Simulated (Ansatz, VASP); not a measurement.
Mg in VASP and in Ansatz

INCAR

```
PREC = Accurate
ENCUT = 520
EDIFF = 1E-6
ISMEAR = 0
SIGMA = 0.1
LREAL = F
LASPH = T
NELM = 100
ALGO = Normal
ISIF = 2
LWAVE = F
LCHARG = F
GGA = PE
NBANDS = 9
```

File KPOINTS:

```
regular mesh
0
Gamma
  6 6 4
```

File POSCAR:

```
Mg
1.0
    1.8696293300     -3.9898287800      0.0000000000
    1.8696293300      3.9898287800      0.0000000000
    0.0000000000      0.0000000000      6.0100107800
Mg
2
Direct
    0.7500000000      0.2500000000      0.3518535100
    0.2500000000      0.7500000000      0.6481464900
```

Input for Ansatz:

```yaml
crystal:
  lattice:
    - [1.86962933, -3.98982878, 0.0]
    - [1.86962933, 3.98982878, 0.0]
    - [0.0, 0.0, 6.01001078]
  atoms:
    - { symbol: Mg, position: [0.75, 0.25, 0.35185351] }
    - { symbol: Mg, position: [0.25, 0.75, 0.64814649] }
basis:
  ecutwfc: 420
kpoints:
  mp_grid: { grid: [6, 6, 4] }
hamiltonian:
  xc: pbe
scf:
  occupations: { method: gaussian, width: 0.1 }
  lower_state_search: "off"
output:
  forces: true
  stress: true
  eigenvalues: true
```

Alike in both runs: task single point; functional PBE; k mesh 6 × 6 × 4; occupations gaussian, width 0.1 eV; no spin polarisation.

|  | VASP | Ansatz |
| --- | --- | --- |
| version | VASP 6.6.1 | Ansatz 0.2.0 |
| potentials or method | VASP PAW PBE potentials, release 64 (Mg), cutoff 520 eV | scalar-relativistic, plane waves, PAW |
| valence electrons in the cell | 4 | 20 |

Ansatz gave:

| Item | Value |
| --- | --- |
| gap on the k mesh at the Fermi level (eV) | none |
| pressure (GPa) | 0.2 |
| traceless stress, the component that is largest in VASP (GPa) | -4.40 |
| rms of the force components (eV/Å) | 1.131 |

Problem. Which values does VASP return?

Solution. gap on the k mesh at the Fermi level (eV): none; pressure (GPa): 0.1; traceless stress, the component that is largest in VASP (GPa): -4.38; rms of the force components (eV/Å): 1.131.

Atom by atom the forces differ by 0.000 eV/Å (rms over components). A gap of «none» marks a metal or a gap that the smearing closes. With one functional, cell and mesh, what is left measures potentials, basis and numerics. VASP's potentials hold 4 valence electrons a cell and Ansatz's 20, so a difference there can come from the potentials and not from the codes.
